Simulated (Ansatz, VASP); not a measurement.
**Two plane-wave programs on MgO**

INCAR

```
ALGO = Normal
EDIFF = 1E-6
ENCUT = 520
GGA = PE
ISIF = 2
ISMEAR = 0
LASPH = T
LCHARG = T
LELF = T
LREAL = F
LVHAR = T
LWAVE = F
NBANDS = 16
NELM = 60
PREC = Accurate
SIGMA = 0.05
```

The input KPOINTS:

```
k-points
0
Gamma
  9 9 6
```

File POSCAR:

```
MgO
1.0
    3.5917000000      0.0000000000      0.0000000000
   -1.7958500000      3.1105034428      0.0000000000
    0.0000000000      0.0000000000      4.0698000000
Mg O
2 2
Direct
    0.6666666667      0.3333333333      0.7500000000
    0.3333333333      0.6666666667      0.2500000000
    0.6666666667      0.3333333333      0.2500000000
    0.3333333333      0.6666666667      0.7500000000
```

Input for Ansatz:

```yaml
crystal:
  lattice:
    - [3.5917, 0.0, 0.0]
    - [-1.79585, 3.1105034428, 0.0]
    - [0.0, 0.0, 4.0698]
  atoms:
    - { symbol: Mg, position: [0.6666666667, 0.3333333333, 0.75] }
    - { symbol: Mg, position: [0.3333333333, 0.6666666667, 0.25] }
    - { symbol: O, position: [0.6666666667, 0.3333333333, 0.25] }
    - { symbol: O, position: [0.3333333333, 0.6666666667, 0.75] }
basis:
  ecutwfc: 520.0
kpoints:
  mp_grid: { grid: [9, 9, 6] }
hamiltonian:
  xc: pbe
  pseudopotentials: { kind: paw, azcp: { folder: soft_1 } }
scf:
  occupations: { method: gaussian, width: 0.05 }
output:
  forces: true
  stress: true
  eigenvalues: true
```

Alike in both runs: task single point; functional PBE; k mesh 9 × 9 × 6; occupations gaussian, width 0.05 eV; no spin polarisation.

```csv
,VASP,Ansatz
version,VASP 6.6.1,Ansatz 0.2.0
potentials or method,"VASP PAW PBE potentials, release 64 (Mg, O), cutoff 520 eV","scalar-relativistic, plane waves, PAW"
valence electrons in the cell,16,32
```

```tsv
	VASP	Ansatz	Ansatz less VASP
gap on the k mesh at the Fermi level (eV)	3.35	3.37	+0.021
least direct gap on the mesh (eV)	3.35	3.37	+0.021
pressure (GPa)	0.7	1.4	+0.68
traceless stress, the component that is largest in VASP (GPa)	7.02	7.08	+0.052
```

The functional is the same, so the differences come from potentials, cutoffs and numerics. VASP's potentials hold 16 valence electrons a cell and Ansatz's 32, so a difference there can come from the potentials and not from the codes.
